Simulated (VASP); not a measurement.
Set up this calculation in VASP 6.6.1, as the native input.

| Property | Result |
| --- | --- |
| Task | single point |
| Functional | PBE |
| Potentials or basis | VASP PAW PBE potentials, release 64 (Dy_3, H), 4f in core |
| Cutoff | 500 eV |
| k mesh | 4 × 4 × 6 |
| Occupations | gaussian, width 0.1 eV |
| Spin | no spin polarisation |
| Dipole correction | no |
| Mended | yes |
| Further INCAR settings | ALGO = Normal; EDIFF = 1e-06; NBANDS = 28 |

The structure of Dy2H lies in POSCAR:

```
Dy2H
1.0
    5.9189623061      0.0000000000      0.0000000000
    0.0000000000      5.9189623061      0.0000000000
    0.0000000000      0.0000000000      3.6264878846
Dy H
4 2
Direct
    0.2963717758      0.2963717758      0.0000000000
    0.7036282242      0.7036282242      0.0000000000
    0.7963717758      0.2036282242      0.5000000000
    0.2036282242      0.7963717758      0.5000000000
    0.0000000000      0.0000000000      0.0000000000
    0.5000000000      0.5000000000      0.5000000000
```

The cell was built from a structure type or drawn by symmetry, and may not be a known phase.

These files were run (other wordings do the same):

INCAR

```
SYSTEM = Dy2H
PREC = Accurate ; ENCUT = 500
EDIFF = 1E-6 ; ISMEAR = 0
SIGMA = 0.1 ; LREAL = .FALSE.
LASPH = .TRUE. ; NELM = 200
ALGO = Normal ; ISIF = 2
LWAVE = .FALSE. ; LCHARG = .TRUE.
GGA = PE ; LELF = .TRUE.
LVHAR = .TRUE. ; NBANDS = 28
GGA_COMPAT = .FALSE. ; LMAXMIX = 6
```

KPOINTS

```
Automatic mesh
0
G
  4 4 6
  0 0 0
```

Potentials or basis: VASP PAW PBE potentials, release 64 (Dy_3, H), 4f in core.

The run is started by

```console
$ cat potpaw_PBE.64/Dy_3/POTCAR potpaw_PBE.64/H/POTCAR > POTCAR
$ mpirun -np 1 vasp_std > vasp.out
```

It gave:

The pressure is 0.4 GPa. The largest force is 0.047 eV/Å. The band gap on the k mesh is zero (bands 19 and 20 overlap by 0.73 eV).

Caveat: spin-orbit coupling is left out, which moves the levels of the heavy elements; the 4f electrons are frozen in the core, so they carry no moment and show no levels.

Run time: 36 s on 1 thread of Intel(R) Xeon(R) 6975P-C (Granite Rapids), with other jobs on the host, peak memory 0.27 GiB.
